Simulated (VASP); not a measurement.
Wanted: the native input for a VASP 6.6.1 run.

```yaml
Task: single point
Functional: PBEsol
Potentials_or_basis: VASP PAW PBE potentials, release 64 (H)
Cutoff: 500 eV
k_mesh: 6 × 6 × 6
Occupations: fermi-dirac, width 0.1 eV
Spin: no spin polarisation
Dipole_correction: no
Further_INCAR_settings: ALGO = Normal; EDIFF = 1e-06; NBANDS = 8
```

The structure of H lies in POSCAR:

```
H
1.0
    3.9816800000      0.0000000000      0.0000000000
    0.0000000000      3.9816800000      0.0000000000
    0.0000000000      0.0000000000      3.9816800000
H
3
Direct
    0.0000000000      0.5000000000      0.0000000000
    0.0000000000      0.0000000000      0.5000000000
    0.5000000000      0.0000000000      0.0000000000
```

These files were run (other wordings do the same):

INCAR

```
ALGO = Normal
EDIFF = 1E-6
ENCUT = 500
GGA = PS
GGA_COMPAT = F
ISIF = 2
ISMEAR = -1
LASPH = T
LCHARG = F
LREAL = F
LWAVE = F
NBANDS = 8
NELM = 120
PREC = Accurate
SIGMA = 0.1
```

KPOINTS

```
k-points
0
Gamma
  6 6 6
```

Potentials or basis: VASP PAW PBE potentials, release 64 (H).

Run with:

```console
$ cat potpaw_PBE.64/H/POTCAR > POTCAR
$ mpirun -np 1 vasp_std > vasp.out
```

It gave:

```yaml
Pressure: -6.5 GPa
Band_gap_on_the_k_mesh: zero (an odd number of electrons rules out a gap without spin polarisation)
```

Caveat: the cell stands under tension; the PAW data sets were made with another functional, which shifts forces and pressure a little.

Run time: 9.9 s on 1 thread of AMD EPYC 7R43 64-Core Processor (Zen 3) (shared host), peak memory 0.12 GiB.
